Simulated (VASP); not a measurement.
# CdSn2O3 (Cm) in VASP: single point with PBE

Aim: the single point of CdSn2O3 with PBE.

Everything below comes from runs of VASP 6.6.1. Logs are shortened: lines on timing, memory, paths and dates and some standing lists are left out, and cuts for length are marked.

### Step 1. The cell of the first run

The typed cell holds 12 atoms: a = 5.836 Å, b = 5.836 Å, c = 7.532 Å, α = 90.03°, β = 90.03°, γ = 59.98°.

### Step 2. Single point, PBE

The input, INCAR:

```
SYSTEM = CdSn2O3
ALGO = Normal ; EDIFF = 1E-6
ENCUT = 520 ; GGA = PE
ISIF = 2 ; ISMEAR = 0
LASPH = .TRUE. ; LCHARG = .FALSE.
LREAL = .FALSE. ; LWAVE = .FALSE.
NBANDS = 70 ; NELM = 60
PREC = Accurate ; SIGMA = 0.1
```

The input, KPOINTS:

```
k-points
0
G
  4 4 4
  0 0 0
```

The input, POSCAR:

```
CdSn2O3
1.0
    5.0542687588     -2.9170292745      0.0069584518
    5.0542687588      2.9170292745      0.0069584518
   -0.0151283483      0.0000000000      7.5317323010
Cd Sn O
2 4 6
Direct
   -0.0012913848     -0.0012913848      0.1554044386
   -0.0007591158     -0.0007591158      0.5744240906
    0.6652907242      0.6652907242      0.8540059354
    0.6654874762      0.6654874762      0.2661604750
    0.3323590224      0.3323590224      0.6016306526
    0.3321692677      0.3321692677      0.1898009135
    0.5121962305      0.9718923815      0.0554735953
    0.4854070733      0.0261431286      0.3971929010
    0.9718923815      0.5121962305      0.0554735953
    0.0261431286      0.4854070733      0.3971929010
    0.5122194021      0.5122194021      0.0554779357
    0.4852759769      0.4852759769      0.3971984813
```

Potentials or basis: VASP PAW PBE potentials, release 64 (Cd, Sn_d, O).

The run is started by

```sh
$ cat potpaw_PBE.64/Cd/POTCAR potpaw_PBE.64/Sn_d/POTCAR potpaw_PBE.64/O/POTCAR > POTCAR
$ mpirun -np 1 vasp_std > vasp.out
```

OUTCAR:

```text
SYSTEM = CdSn2O3
   EDIFF = 1E-6
   ENCUT = 520
   GGA = PE
   ISIF = 2
   ISMEAR = 0
   LASPH = .TRUE.
   LREAL = .FALSE.
   NELM = 60
   PREC = Accurate

 ion  position               nearest neighbor table
   1  0.999  0.999  0.155-   2 3.16   6 3.38   6 3.38   6 3.38   4 3.47   4 3.47   4 3.47
   2  0.999  0.999  0.574-   1 3.16   5 3.37   5 3.38   5 3.38
   3  0.665  0.665  0.854-  11 2.17   9 2.17   7 2.17   4 3.10
   4  0.665  0.665  0.266-   8 2.07  10 2.07  12 2.07  11 2.22   9 2.22   7 2.22   3 3.10   6 3.42
                             6 3.42   6 3.42   1 3.47   1 3.47   1 3.47
   5  0.332  0.332  0.602-  12 2.18  10 2.18   8 2.18   6 3.10   2 3.37   2 3.38   2 3.38
   6  0.332  0.332  0.190-   7 2.08   9 2.08  11 2.08  12 2.20   8 2.20  10 2.20   5 3.10   1 3.38
                             1 3.38   1 3.38   4 3.42   4 3.42   4 3.42
   7  0.512  0.972  0.055-   6 2.08   3 2.17   4 2.22
   8  0.485  0.026  0.397-   4 2.07   5 2.18   6 2.20
   9  0.972  0.512  0.055-   6 2.08   3 2.17   4 2.22
  10  0.026  0.485  0.397-   4 2.07   5 2.18   6 2.20
  11  0.512  0.512  0.055-   6 2.08   3 2.17   4 2.22
  12  0.485  0.485  0.397-   4 2.07   5 2.18   6 2.20

  LATTYP: Found a base centered monoclinic cell.
 ALAT       =    10.1085470976
 B/A-ratio  =     0.5771411552
 C/A-ratio  =     0.7450870458
 COS(beta)  =    -0.0006318654

  Lattice vectors:

 A1 = (   5.0542687588,  -2.9170292745,   0.0069584518)
 A2 = (   5.0542687588,   2.9170292745,   0.0069584518)
 A3 = (  -0.0151283483,   0.0000000000,   7.5317323010)

Analysis of symmetry for initial positions (statically):
=====================================================================
 Subroutine PRICEL returns:
 Original cell was already a primitive cell.

 Routine SETGRP: Setting up the symmetry group for a
 base centered monoclinic supercell.

 Subroutine GETGRP returns: Found  2 space group operations
 (whereof  2 operations were pure point group operations)
 out of a pool of  4 trial point group operations.

The static configuration has the point symmetry C_1h.

Analysis of symmetry for dynamics (positions and initial velocities):
=====================================================================
 Subroutine PRICEL returns:
 Original cell was already a primitive cell.

 Routine SETGRP: Setting up the symmetry group for a
 base centered monoclinic supercell.

 Subroutine GETGRP returns: Found  2 space group operations
 (whereof  2 operations were pure point group operations)
 out of a pool of  4 trial point group operations.

The dynamic configuration has the point symmetry C_1h.

 Subroutine INISYM returns: Found  2 space group operations
 (whereof  2 operations are pure point group operations),
 and found     1 'primitive' translations

----------------------------------------------------------------------------------------

                                     Primitive cell

  volume of cell :     222.0881

  direct lattice vectors                    reciprocal lattice vectors
     5.054268759 -2.917029274  0.006958452     0.098926005 -0.171407262  0.000198704
     5.054268759  2.917029274  0.006958452     0.098926005  0.171407262  0.000198704
    -0.015128348  0.000000000  7.531732301    -0.000182792  0.000000000  0.132771213

  length of vectors
     5.835644000  5.835644000  7.531747494     0.197906148  0.197906148  0.132771339

  position of ions in fractional coordinates (direct lattice)
     0.998708615  0.998708615  0.155404439
     0.999240884  0.999240884  0.574424091
     0.665290724  0.665290724  0.854005935
     0.665487476  0.665487476  0.266160475
     0.332359022  0.332359022  0.601630653
     0.332169268  0.332169268  0.189800914
     0.512196231  0.971892381  0.055473595
     0.485407073  0.026143129  0.397192901
     0.971892381  0.512196231  0.055473595
     0.026143129  0.485407073  0.397192901
     0.512219402  0.512219402  0.055477936
     0.485275977  0.485275977  0.397198481

  ion indices of the primitive-cell ions
   primitive index   ion index
                 1           1
                 2           2
                 3           3
                 4           4
                 5           5
                 6           6
                 7           7
                 8           8
                 9           9
                10          10
                11          11
                12          12

----------------------------------------------------------------------------------------

 KPOINTS: k-points

Automatic generation of k-mesh.
 Grid dimensions read from file:
 generate k-points for:    4    4    4

 Generating k-lattice:

  Cartesian coordinates                     Fractional coordinates (reciprocal lattice)
     0.024731501 -0.042851815  0.000049676     0.250000000 -0.000000000  0.000000000
     0.024731501  0.042851815  0.000049676    -0.000000000  0.250000000  0.000000000
    -0.000045698  0.000000000  0.033192803    -0.000000000 -0.000000000  0.250000000

  Length of vectors
     0.049476537  0.049476537  0.033192835

  Shift w.r.t. Gamma in fractional coordinates (k-lattice)
     0.000000000  0.000000000  0.000000000

 Subroutine IBZKPT returns following result:
 ===========================================

 Found     24 irreducible k-points:

 Following reciprocal coordinates:
            Coordinates               Weight
  0.000000  0.000000  0.000000      1.000000
  0.250000  0.000000 -0.000000      4.000000
  0.500000  0.000000 -0.000000      2.000000
  0.250000  0.250000 -0.000000      2.000000
  0.500000  0.250000 -0.000000      4.000000
 -0.250000  0.250000  0.000000      2.000000
[... 16 lines left out ...]
 -0.250000  0.250000  0.500000      2.000000
  0.500000  0.500000  0.500000      1.000000
   k-points           NKPTS =     24   k-points in BZ     NKDIM =     24   number of bands    NBANDS=     70
   number of dos      NEDOS =    301   number of ions     NIONS =     12
   total plane-waves  NPLWV = 129024
   dimension x,y,z NGX =    48 NGY =   48 NGZ =   56
   dimension x,y,z NGXF=    96 NGYF=   96 NGZF=  112
   ions per type =               2   4   6
   NGX,Y,Z   is equivalent  to a cutoff of  13.67, 13.67, 12.36 a.u.
   NGXF,Y,Z  is equivalent  to a cutoff of  27.35, 27.35, 24.72 a.u.
 SYSTEM =  CdSn2O3
   PREC   = accura    normal or accurate (medium, high low for compatibility)
   ISTART =      0    job   : 0-new  1-cont  2-samecut
   ICHARG =      2    charge: 1-file 2-atom 10-const
   ISPIN  =      1    spin polarized calculation?
   LNONCOLLINEAR =      F non collinear calculations
   LSORBIT =      F    spin-orbit coupling
   LASPH  =      T    aspherical Exc in radial PAW
   ENCUT  =  520.0 eV  38.22 Ry    6.18 a.u.  10.85 10.85 14.00*2*pi/ulx,y,z
   NELM   =     60;   NELMIN=  2; NELMDL= -5     # of ELM steps
   EDIFF  = 0.1E-05   stopping-criterion for ELM
   LREAL  =      F    real-space projection
   EDIFFG = 0.1E-04   stopping-criterion for IOM
   NSW    =      0    number of steps for IOM
   IBRION =     -1    ionic relax: 0-MD 1-quasi-New 2-CG
   NFREE  =      0    steps in history (QN), initial steepest desc. (CG)
   ISIF   =      2    stress and relaxation
   ISYM   =      2    0-nonsym 1-usesym 2-fastsym
   POTIM  = 0.5000    time-step for ionic-motion
   TEBEG  =    0.0;   TEEND  =   0.0 temperature during run
   PSTRESS=    0.0 pullay stress
   NELECT =     116.0000    total number of electrons
   NUPDOWN=      -1.0000    fix difference up-down
   EMIN   =  10.00;   EMAX   =-10.00  energy-range for DOS
   EFERMI =   0.00;   METHOD = LEGACY
   ISMEAR =     0;   SIGMA  =   0.10  broadening in eV -4-tet -1-fermi 0-gaus
   EFERMI_NEDOS =   21; number of points for ismear=-14 and -15
   IALGO  =     38    algorithm
   IMIX   =      4    mixing-type and parameters
     AMIX     =   0.40;   BMIX     =  1.00
     AMIX_MAG =   1.60;   BMIX_MAG =  1.00
  volume/ion in A,a.u.               =      18.51       124.89
  Fermi-wavevector in a.u.,A,eV,Ry     =   1.318416  2.491445 23.649925  1.738220
  Thomas-Fermi vector in A             =   2.448387
   LORBIT       =      0    0 simple, 1 ext, 2 COOP (PROOUT), +10 PAW based schemes
   GGA     = PE    functional components
   LHFCALC =     F    Hartree Fock is set to
   AEXX    =    0.0000 exact exchange contribution
   IVDW    =     0    specifies the selected vdW correction
   LEPSILON=     F    determine dielectric tensor
   LRPA    =     F    only Hartree local field effects (RPA)
 non-spin polarized calculation
 Gauss-broadening in eV      SIGMA  =   0.10
  energy-cutoff  :      520.00
  volume of cell :      222.09
 maximum number of plane-waves:      5994
 NGX is ok and might be reduce to    48
   NGX = 21   NGY = 21   NGZ = 29

 number of electron     116.0000008 magnetization

 Free energy of the ion-electron system (eV)
  ---------------------------------------------------
  ext. energy  EPLUGINS =         0.00000000
  ---------------------------------------------------
  free energy    TOTEN  =       -57.86882324 eV

  energy without entropy =      -57.86882324  energy(sigma->0) =      -57.86882324

 E-fermi :   4.8863     XC(G=0):  -9.8191

 val. band max:        4.5048311929   @ k =   0.5000   0.5000  -0.0000
 cond. band min:       5.2546360753   @ k =  -0.0000  -0.0000   0.5000
 fundamental gap:      0.7498048824
 Fermi energy:         4.8862917861

 k-point     1 :       0.0000    0.0000    0.0000
  band No.  band energies     occupation
      1     -17.9443      2.00000
      2     -17.9442      2.00000
      3     -17.8147      2.00000
      4     -17.8142      2.00000
      5     -17.5988      2.00000
      6     -17.5622      2.00000
[... 62 lines left out ...]
     69      10.1330      0.00000
     70      10.6842      0.00000
[... 1677 lines left out ...]
     69       9.9605      0.00000
     70      10.2799      0.00000

------------------------ aborting loop because EDIFF is reached ----------------------------------------

  FORCE on cell =-STRESS in cart. coord.  units (eV):
  Direction    XX          YY          ZZ          XY          YZ          ZX
  --------------------------------------------------------------------------------------
  -------------------------------------------------------------------------------------
  Total        0.0709585      0.0894276      0.7111096      0.0000000      0.0000000     -0.0010344
  in kB        0.5119054      0.6451443      5.1300543      0.0000000      0.0000000     -0.0074626
  external PRESSURE =       2.0957014 kB  Pullay stress =       0.0000000 kB

 VOLUME and BASIS-vectors are now :
 -----------------------------------------------------------------------------
  energy-cutoff  :      520.00
  volume of cell :      222.09
      direct lattice vectors                 reciprocal lattice vectors
     5.054268759 -2.917029274  0.006958452     0.098926005 -0.171407262  0.000198704
     5.054268759  2.917029274  0.006958452     0.098926005  0.171407262  0.000198704
    -0.015128348  0.000000000  7.531732301    -0.000182792  0.000000000  0.132771213

 POSITION                                       TOTAL-FORCE (eV/Angst)
 -----------------------------------------------------------------------------------
     10.09313      0.00000      1.18436         0.003117      0.000000     -0.014807
     10.09217      0.00000      4.34031        -0.001621      0.000000      0.010043
      6.71220      0.00000      6.44140         0.000696      0.000000     -0.074305
      6.72308      0.00000      2.01391         0.001033      0.000000      0.004606
      3.35056      0.00000      4.53595        -0.001589      0.000000      0.034118
      3.35487      0.00000      1.43415        -0.001349      0.000000      0.003453
      7.50014      1.34095      0.42814         0.000779      0.001343     -0.025002
      2.57950     -1.33969      2.99511         0.001479      0.005303      0.037916
      7.50014     -1.34095      0.42814         0.000779     -0.001343     -0.025002
      2.57950      1.33969      2.99511         0.001479     -0.005303      0.037916
      5.17695      0.00000      0.42497        -0.003107      0.000000     -0.024575
      4.89942      0.00000      2.99835        -0.001694      0.000000      0.035639
 -----------------------------------------------------------------------------------
    total drift:                               -0.000664      0.000000      0.002512

  FREE ENERGIE OF THE ION-ELECTRON SYSTEM (eV)
  ---------------------------------------------------
  free  energy   TOTEN  =       -57.8688232437 eV

  energy  without entropy=      -57.8688232413  energy(sigma->0) =      -57.86882324
```

Wall time 7.6 min (1 thread of Oxide Virtual Turin-like, shared host); peak memory 0.49 GiB.

What came out:

| Item | Value |
| --- | --- |
| Free energy | -57.8688 eV |
| Pressure | 0.2 GPa |
| Largest force | 0.074 eV/Å |
| Band gap on the k mesh | 0.75 eV (least direct gap 0.80 eV) |

Forces on the atoms (eV/Å):
```
Cd   0.003  0.000 -0.015
Cd  -0.002  0.000  0.010
Sn   0.001  0.000 -0.074
Sn   0.001  0.000  0.005
Sn  -0.002  0.000  0.034
Sn  -0.001  0.000  0.003
O    0.001  0.001 -0.025
O    0.001  0.005  0.038
O    0.001 -0.001 -0.025
O    0.001 -0.005  0.038
O   -0.003  0.000 -0.025
O   -0.002  0.000  0.036
```

Stress tensor (GPa, compression positive):
```
0.05 0.00 0.00
0.00 0.06 0.00
0.00 0.00 0.51
```

Caveat: semilocal functionals underestimate gaps, and a narrow one can read as zero; spin-orbit coupling is left out, which moves the levels of the heavy elements.
